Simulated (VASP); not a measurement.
# RbBr (Pm-3m) in VASP: notebook, part 2 of 2

VASP 6.6.1.

## (5) Single point, r2SCAN (volume changed by +3%)

POSCAR

```
RbBr
1.0
    4.1650898405      0.0000000000      0.0000000000
    0.0000000000      4.1650898405      0.0000000000
    0.0000000000      0.0000000000      4.1650898405
Rb Br
1 1
Direct
    0.0000000000      0.0000000000      0.0000000000
    0.5000000000      0.5000000000      0.5000000000
```

INCAR.step1

```
SYSTEM = RbBr
  ALGO = Normal
  EDIFF = 1E-4
  ENCUT = 520
  GGA = PE
  ISMEAR = 0
  LASPH = .True.
  LCHARG = .False.
  LREAL = .False.
  LWAVE = .True.
  NBANDS = 15
  NELM = 80
  PREC = Accurate
  SIGMA = 0.01
```

INCAR.step2

```
SYSTEM = RbBr
  ALGO = Normal
  EDIFF = 1E-7
  ENCUT = 520
  ISIF = 2
  ISMEAR = 0
  ISTART = 1
  LASPH = .True.
  LCHARG = .False.
  LMIXTAU = .True.
  LREAL = .False.
  LWAVE = .False.
  METAGGA = R2SCAN
  NBANDS = 15
  NELM = 80
  PREC = Accurate
  SIGMA = 0.01
```

KPOINTS

```
k-points
0
Gamma
  6 6 6
  0 0 0
```

Potentials or basis: VASP PAW PBE potentials, release 64 (Rb_sv, Br).

On the command line:

```console
$ cat potpaw_PBE.64/Rb_sv/POTCAR potpaw_PBE.64/Br/POTCAR > POTCAR
$ cp INCAR.step1 INCAR
$ mpirun -np 1 vasp_std > vasp.out
$ cp INCAR.step2 INCAR
$ mpirun -np 1 vasp_std > vasp.out
```

OUTCAR:

```text
SYSTEM = RbBr
   EDIFF = 1E-7
   ENCUT = 520
   ISIF = 2
   ISMEAR = 0
   ISTART = 1
   LASPH = .True.
   LREAL = .False.
   METAGGA = R2SCAN
   NELM = 80
   PREC = Accurate

 ion  position               nearest neighbor table
   1  0.000  0.000  0.000-   2 3.61   2 3.61   2 3.61   2 3.61   2 3.61   2 3.61   2 3.61   2 3.61

   2  0.500  0.500  0.500-   1 3.61   1 3.61   1 3.61   1 3.61   1 3.61   1 3.61   1 3.61   1 3.61

  LATTYP: Found a simple cubic cell.
 ALAT       =     4.1650898405

[... 544 lines left out ...]

  FORCE on cell =-STRESS in cart. coord.  units (eV):
  Direction    XX          YY          ZZ          XY          YZ          ZX
  --------------------------------------------------------------------------------------
  -------------------------------------------------------------------------------------
  Total       -0.1857633     -0.1857633     -0.1857633     -0.0000000     -0.0000000     -0.0000000
  in kB       -4.1190534     -4.1190534     -4.1190534     -0.0000000     -0.0000000     -0.0000000
  external PRESSURE =      -4.1190534 kB  Pullay stress =       0.0000000 kB

 VOLUME and BASIS-vectors are now :
 -----------------------------------------------------------------------------
  energy-cutoff  :      520.00
  volume of cell :       72.26
      direct lattice vectors                 reciprocal lattice vectors
     4.165089841  0.000000000  0.000000000     0.240090860  0.000000000  0.000000000
     0.000000000  4.165089841  0.000000000     0.000000000  0.240090860  0.000000000
     0.000000000  0.000000000  4.165089841     0.000000000  0.000000000  0.240090860

 POSITION                                       TOTAL-FORCE (eV/Angst)
 -----------------------------------------------------------------------------------
      0.00000      0.00000      0.00000         0.000000      0.000000      0.000000
      2.08254      2.08254      2.08254         0.000000      0.000000      0.000000
 -----------------------------------------------------------------------------------
    total drift:                                0.000000      0.000000     -0.000000

  FREE ENERGIE OF THE ION-ELECTRON SYSTEM (eV)
  ---------------------------------------------------
  free  energy   TOTEN  =       -31.1080758159 eV

  energy  without entropy=      -31.1080758159  energy(sigma->0) =      -31.10807582
```

OSZICAR.step1:

```text
N       E                     dE             d eps       ncg     rms          rms(c)
DAV:   1     0.779134475390E+02    0.77913E+02   -0.66714E+03   600   0.920E+02
DAV:   2    -0.988075093273E+00   -0.78902E+02   -0.73586E+02   849   0.163E+02
DAV:   3    -0.611874422577E+01   -0.51307E+01   -0.51145E+01   777   0.424E+01
DAV:   4    -0.624411078990E+01   -0.12537E+00   -0.12533E+00   926   0.605E+00
DAV:   5    -0.624498343607E+01   -0.87265E-03   -0.87264E-03   791   0.506E-01    0.250E+00
DAV:   6    -0.603491210125E+01    0.21007E+00   -0.18585E-01   719   0.229E+00    0.166E+00
DAV:   7    -0.600016573936E+01    0.34746E-01   -0.10447E-01   754   0.181E+00    0.875E-01
DAV:   8    -0.600326105047E+01   -0.30953E-02   -0.13792E-02   755   0.705E-01    0.144E-01
DAV:   9    -0.600311148544E+01    0.14957E-03   -0.55998E-04   775   0.127E-01    0.641E-02
DAV:  10    -0.600325137738E+01   -0.13989E-03   -0.24692E-04   655   0.104E-01    0.135E-02
DAV:  11    -0.600325142079E+01   -0.43407E-07   -0.79683E-06   426   0.200E-02
   1 F= -.60032514E+01 E0= -.60032514E+01  d E =-.160866E-36
```

It took 51 s on 1 thread of Intel Xeon Platinum 8259CL at 2.50GHz (Skylake/Cascade Lake), shared host; peak memory 0.19 GiB.

What came out:

```yaml
Free_energy: -31.1081 eV
Pressure: -0.4 GPa
Band_gap_on_the_k_mesh: 4.73 eV, indirect (least direct gap 4.88 eV)
```

Caveat: the PAW data sets were made with another functional, which shifts forces and pressure a little.

## (6) Single point, r2SCAN (volume changed by +6%)

POSCAR

```
RbBr
1.0
    4.2051412383      0.0000000000      0.0000000000
    0.0000000000      4.2051412383      0.0000000000
    0.0000000000      0.0000000000      4.2051412383
Rb Br
1 1
Direct
    0.0000000000      0.0000000000      0.0000000000
    0.5000000000      0.5000000000      0.5000000000
```

INCAR.step1

```
PREC     = Accurate       # precision mode
ENCUT    = 520            # plane-wave cutoff, eV
ISMEAR   = 0              # smearing method
SIGMA    = 0.01           # smearing width, eV
LREAL    = False          # projectors in reciprocal space
LASPH    = True           # aspherical terms in the spheres
NELM     = 60             # most SCF steps
NBANDS   = 15             # bands
GGA      = PE             # functional
ALGO     = Normal         # electronic algorithm
EDIFF    = 1E-4           # SCF threshold, eV
LWAVE    = True           # write WAVECAR
LCHARG   = False          # write CHGCAR
```

INCAR.step2

```
PREC     = Accurate       # precision mode
ENCUT    = 520            # plane-wave cutoff, eV
EDIFF    = 1E-6           # SCF threshold, eV
ISMEAR   = 0              # smearing method
SIGMA    = 0.01           # smearing width, eV
LREAL    = False          # projectors in reciprocal space
LASPH    = True           # aspherical terms in the spheres
NELM     = 60             # most SCF steps
ALGO     = Normal         # electronic algorithm
ISIF     = 2              # what is computed and relaxed
LWAVE    = False          # write WAVECAR
LCHARG   = False          # write CHGCAR
METAGGA  = R2SCAN         # meta-GGA
LMIXTAU  = True         
NBANDS   = 15             # bands
ISTART   = 1
```

KPOINTS

```
Automatic mesh
0
Gamma
  6 6 6
```

Potentials or basis: VASP PAW PBE potentials, release 64 (Rb_sv, Br).

On the command line:

```console
$ cat potpaw_PBE.64/Rb_sv/POTCAR potpaw_PBE.64/Br/POTCAR > POTCAR
$ cp INCAR.step1 INCAR
$ mpirun -np 1 vasp_std > vasp.out
$ cp INCAR.step2 INCAR
$ mpirun -np 1 vasp_std > vasp.out
```

OUTCAR:

```text
PREC = Accurate
   ENCUT = 520
   EDIFF = 1E-6
   ISMEAR = 0
   LREAL = False
   LASPH = True
   NELM = 60
   ISIF = 2
   METAGGA = R2SCAN
   ISTART = 1

 ion  position               nearest neighbor table
   1  0.000  0.000  0.000-   2 3.64   2 3.64   2 3.64   2 3.64   2 3.64   2 3.64   2 3.64   2 3.64

   2  0.500  0.500  0.500-   1 3.64   1 3.64   1 3.64   1 3.64   1 3.64   1 3.64   1 3.64   1 3.64

  LATTYP: Found a simple cubic cell.
 ALAT       =     4.2051412383

  Lattice vectors:

 A1 = (   4.2051412383,   0.0000000000,   0.0000000000)
 A2 = (   0.0000000000,   4.2051412383,   0.0000000000)
 A3 = (   0.0000000000,   0.0000000000,   4.2051412383)

Analysis of symmetry for initial positions (statically):
=====================================================================
 Subroutine PRICEL returns:
 Original cell was already a primitive cell.

 Routine SETGRP: Setting up the symmetry group for a
 simple cubic supercell.

 Subroutine GETGRP returns: Found 48 space group operations
[... 9 lines left out ...]

 Routine SETGRP: Setting up the symmetry group for a
 simple cubic supercell.

 Subroutine GETGRP returns: Found 48 space group operations
[... 11 lines left out ...]
                                     Primitive cell

  volume of cell :      74.3604

  direct lattice vectors                    reciprocal lattice vectors
     4.205141238  0.000000000  0.000000000     0.237804141  0.000000000  0.000000000
     0.000000000  4.205141238  0.000000000     0.000000000  0.237804141  0.000000000
     0.000000000  0.000000000  4.205141238     0.000000000  0.000000000  0.237804141

  length of vectors
     4.205141238  4.205141238  4.205141238     0.237804141  0.237804141  0.237804141

  position of ions in fractional coordinates (direct lattice)
     0.000000000  0.000000000  0.000000000
     0.500000000  0.500000000  0.500000000

  ion indices of the primitive-cell ions
   primitive index   ion index
                 1           1
                 2           2

----------------------------------------------------------------------------------------

 KPOINTS: Automatic mesh

Automatic generation of k-mesh.
 Grid dimensions read from file:
 generate k-points for:    6    6    6

 Generating k-lattice:

  Cartesian coordinates                     Fractional coordinates (reciprocal lattice)
     0.039634024  0.000000000  0.000000000     0.166666667  0.000000000  0.000000000
     0.000000000  0.039634024  0.000000000     0.000000000  0.166666667  0.000000000
     0.000000000  0.000000000  0.039634024     0.000000000  0.000000000  0.166666667

  Length of vectors
     0.039634024  0.039634024  0.039634024

  Shift w.r.t. Gamma in fractional coordinates (k-lattice)
     0.000000000  0.000000000  0.000000000

 Subroutine IBZKPT returns following result:
 ===========================================

 Found     20 irreducible k-points:

 Following reciprocal coordinates:
            Coordinates               Weight
  0.000000  0.000000  0.000000      1.000000
  0.166667  0.000000  0.000000      6.000000
  0.333333  0.000000  0.000000      6.000000
  0.500000  0.000000  0.000000      3.000000
  0.166667  0.166667  0.000000     12.000000
  0.333333  0.166667  0.000000     24.000000
[... 12 lines left out ...]
  0.500000  0.500000  0.333333      6.000000
  0.500000  0.500000  0.500000      1.000000
   k-points           NKPTS =     20   k-points in BZ     NKDIM =     20   number of bands    NBANDS=     15
   number of dos      NEDOS =    301   number of ions     NIONS =      2
   total plane-waves  NPLWV =  32768
   dimension x,y,z NGX =    32 NGY =   32 NGZ =   32
   dimension x,y,z NGXF=    64 NGYF=   64 NGZF=   64
   ions per type =               1   1
   NGX,Y,Z   is equivalent  to a cutoff of  12.65, 12.65, 12.65 a.u.
   NGXF,Y,Z  is equivalent  to a cutoff of  25.30, 25.30, 25.30 a.u.
 SYSTEM =  unknown system
   PREC   = accura    normal or accurate (medium, high low for compatibility)
   ISTART =      1    job   : 0-new  1-cont  2-samecut
   ICHARG =      0    charge: 1-file 2-atom 10-const
   ISPIN  =      1    spin polarized calculation?
   LNONCOLLINEAR =      F non collinear calculations
   LSORBIT =      F    spin-orbit coupling
   LASPH  =      T    aspherical Exc in radial PAW
   ENCUT  =  520.0 eV  38.22 Ry    6.18 a.u.   7.82  7.82  7.82*2*pi/ulx,y,z
   NELM   =     60;   NELMIN=  2; NELMDL=  0     # of ELM steps
   EDIFF  = 0.1E-05   stopping-criterion for ELM
   LREAL  =      F    real-space projection
   EDIFFG = 0.1E-04   stopping-criterion for IOM
   NSW    =      0    number of steps for IOM
   IBRION =     -1    ionic relax: 0-MD 1-quasi-New 2-CG
   NFREE  =      0    steps in history (QN), initial steepest desc. (CG)
   ISIF   =      2    stress and relaxation
   ISYM   =      2    0-nonsym 1-usesym 2-fastsym
   POTIM  = 0.5000    time-step for ionic-motion
   TEBEG  =    0.0;   TEEND  =   0.0 temperature during run
   PSTRESS=    0.0 pullay stress
   NELECT =      16.0000    total number of electrons
   NUPDOWN=      -1.0000    fix difference up-down
   EMIN   =  10.00;   EMAX   =-10.00  energy-range for DOS
   EFERMI =   0.00;   METHOD = LEGACY
   ISMEAR =     0;   SIGMA  =   0.01  broadening in eV -4-tet -1-fermi 0-gaus
   EFERMI_NEDOS =   21; number of points for ismear=-14 and -15
   IALGO  =     38    algorithm
   IMIX   =      4    mixing-type and parameters
     AMIX     =   0.40;   BMIX     =  1.00
     AMIX_MAG =   1.60;   BMIX_MAG =  1.00
  volume/ion in A,a.u.               =      37.18       250.90
  Fermi-wavevector in a.u.,A,eV,Ry     =   0.980997  1.853815 13.093630  0.962355
  Thomas-Fermi vector in A             =   2.111970
   LORBIT       =      0    0 simple, 1 ext, 2 COOP (PROOUT), +10 PAW based schemes
   METAGGA = R2SCAN    functional components
   LHFCALC =     F    Hartree Fock is set to
   AEXX    =    0.0000 exact exchange contribution
   IVDW    =     0    specifies the selected vdW correction
   LEPSILON=     F    determine dielectric tensor
   LRPA    =     F    only Hartree local field effects (RPA)
 non-spin polarized calculation
 Gauss-broadening in eV      SIGMA  =   0.01
  energy-cutoff  :      520.00
  volume of cell :       74.36
 maximum number of plane-waves:      2016
 NGX is ok and might be reduce to    32
   NGX = 15   NGY = 15   NGZ = 15

 number of electron      16.0000001 magnetization

 Free energy of the ion-electron system (eV)
  ---------------------------------------------------
  ext. energy  EPLUGINS =         0.00000000
  ---------------------------------------------------
  free energy    TOTEN  =       -31.10003963 eV

  energy without entropy =      -31.10003963  energy(sigma->0) =      -31.10003963

 E-fermi :  -1.2231     XC(G=0):  -8.0688

 val. band max:       -1.3129858397   @ k =   0.5000   0.5000   0.0000
 cond. band min:       3.3134379417   @ k =   0.0000   0.0000   0.0000
 fundamental gap:      4.6264237814
 Fermi energy:        -1.2230630443

 k-point     1 :       0.0000    0.0000    0.0000
  band No.  band energies     occupation
      1     -27.2878      2.00000
      2     -14.2776      2.00000
      3     -10.7339      2.00000
      4     -10.7339      2.00000
      5     -10.7339      2.00000
      6      -1.4638      2.00000
      7      -1.4638      2.00000
      8      -1.4638      2.00000
      9       3.3134      0.00000
     10       4.8614      0.00000
     11       4.8614      0.00000
     12       9.2561      0.00000
     13       9.2561      0.00000
     14       9.2561      0.00000
     15      11.8533      0.00000
[... 325 lines left out ...]
 k-point    20 :       0.5000    0.5000    0.5000
  band No.  band energies     occupation
      1     -27.2426      2.00000
      2     -14.0129      2.00000
      3     -10.9225      2.00000
      4     -10.9225      2.00000
      5     -10.9225      2.00000
      6      -2.5207      2.00000
      7      -2.5207      2.00000
      8      -2.5207      2.00000
      9       7.3576      0.00000
     10       7.3576      0.00000
     11       7.3576      0.00000
     12       8.5652      0.00000
     13       8.5652      0.00000
     14       8.5652      0.00000
     15      11.2841      0.00000

------------------------ aborting loop because EDIFF is reached ----------------------------------------

  FORCE on cell =-STRESS in cart. coord.  units (eV):
  Direction    XX          YY          ZZ          XY          YZ          ZX
  --------------------------------------------------------------------------------------
  -------------------------------------------------------------------------------------
  Total       -0.3762302     -0.3762302     -0.3762302      0.0000000     -0.0000000      0.0000000
  in kB       -8.1062963     -8.1062963     -8.1062963      0.0000000     -0.0000000      0.0000000
  external PRESSURE =      -8.1062963 kB  Pullay stress =       0.0000000 kB

 VOLUME and BASIS-vectors are now :
 -----------------------------------------------------------------------------
  energy-cutoff  :      520.00
  volume of cell :       74.36
      direct lattice vectors                 reciprocal lattice vectors
     4.205141238  0.000000000  0.000000000     0.237804141  0.000000000  0.000000000
     0.000000000  4.205141238  0.000000000     0.000000000  0.237804141  0.000000000
     0.000000000  0.000000000  4.205141238     0.000000000  0.000000000  0.237804141

 POSITION                                       TOTAL-FORCE (eV/Angst)
 -----------------------------------------------------------------------------------
      0.00000      0.00000      0.00000         0.000000      0.000000      0.000000
      2.10257      2.10257      2.10257         0.000000      0.000000      0.000000
 -----------------------------------------------------------------------------------
    total drift:                                0.000000      0.000000     -0.000000

  FREE ENERGIE OF THE ION-ELECTRON SYSTEM (eV)
  ---------------------------------------------------
  free  energy   TOTEN  =       -31.1000396342 eV

  energy  without entropy=      -31.1000396342  energy(sigma->0) =      -31.10003963
```

Run time: 54 s. Hardware: 1 thread of Intel Xeon Platinum 8259CL at 2.50GHz (Skylake/Cascade Lake), shared host; peak memory 0.19 GiB.

Results:

```yaml
Free_energy: -31.1000 eV
Pressure: -0.8 GPa
Band_gap_on_the_k_mesh: 4.63 eV, indirect (least direct gap 4.78 eV)
```

Caveat: the PAW data sets were made with another functional, which shifts forces and pressure a little. A k mesh can miss the band edges.

## (7) The runs side by side

| cell | gap on the mesh (eV) | pressure (GPa) |
| --- | --- | --- |
| a = 4.040 Å, 2 atoms | 5.09 | 1.3 |
| a = 4.083 Å, 2 atoms | 4.96 | 0.7 |
| a = 4.124 Å, 2 atoms | 4.84 | 0.1 |
| a = 4.165 Å, 2 atoms | 4.73 | -0.4 |
| a = 4.205 Å, 2 atoms | 4.63 | -0.8 |

Alike in all rows: task single point; level r2SCAN; potentials or basis VASP PAW PBE potentials, release 64 (Rb_sv, Br); no spin polarisation; k mesh 6 × 6 × 6; cutoff (eV) 520; smearing gaussian 0.01 eV.

Caveats: the PAW data sets were made with another functional, which shifts forces and pressure a little.

Absolute energies hang on the potentials; compare differences alone.
